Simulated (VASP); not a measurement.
Runs of VASP 6.6.1 on CsPbCl3. The structure is that of space group Pm-3m (No. 221), or close to it. The cells are those of the table. 

```csv
task,level,cell,k mesh,cutoff (eV),smearing,grid for exact exchange (PRECFOCK),gap on the mesh (eV),pressure (GPa)
single point,PBEsol,"a = 5.605 Å, 5 atoms",4 × 4 × 4,520,fermi-dirac 0.05 eV,-,1.80,0.2
relaxation of cell and atoms,RPBE,"relaxed from a = 5.605 Å, 5 atoms",5 × 5 × 5,600,fermi-dirac 0.05 eV,-,3.30,0.0
single point,PBEsol,"a = 5.605, b = 5.605, c = 5.829 Å, 5 atoms",4 × 4 × 4,520,fermi-dirac 0.05 eV,-,1.77,-0.6
single point,r2SCAN+rVV10,"a = 5.625 Å, 5 atoms",5 × 5 × 5,520,fermi-dirac 0.05 eV,-,3.31,0.0
single point,PBEsol,"a = 5.605, b = 5.605, c = 5.381 Å, 5 atoms",4 × 4 × 4,520,fermi-dirac 0.05 eV,-,(b),1.5
single point,RPBE,"a = 5.855 Å, 5 atoms",5 × 5 × 5,520,fermi-dirac 0.05 eV,-,3.30,0.0
single point,PBEsol,"a = 5.642 Å, 5 atoms",5 × 5 × 5,520,fermi-dirac 0.05 eV,-,2.90,-0.4
single point,PBE,"a = 5.605 Å, 5 atoms",5 × 5 × 5,520,methfessel-paxton 0.05 eV,-,2.94,1.7
single point,PBE,"a = 5.529 Å, 5 atoms",5 × 5 × 5,520,fermi-dirac 0.05 eV,-,2.86,3.0
single point,r2SCAN+D3(BJ),"a = 5.646 Å, 5 atoms",5 × 5 × 5,520,fermi-dirac 0.05 eV,-,3.37,(a)
single point,r2SCAN,"a = 5.670 Å, 5 atoms",5 × 5 × 5,520,fermi-dirac 0.05 eV,-,3.40,0.0
single point,B3LYP,"a = 5.605 Å, 5 atoms",3 × 3 × 3,520,fermi-dirac 0.05 eV,Fast,5.51,2.2
```

Alike in all rows: potentials or basis VASP PAW PBE potentials, release 64 (Pb_d, Cs_sv, Cl); no spin polarisation.

Question: Fill in the values left out.

Answer: (a) -0.1; (b) 1.47.

Caveats: spin-orbit coupling is left out, which moves the levels of the heavy elements; the PAW data sets were made with another functional, which shifts forces and pressure a little (some runs); three body term missing (some runs).

A k mesh can miss the band edges, and the runs leave out spin-orbit coupling on Cs, Pb.
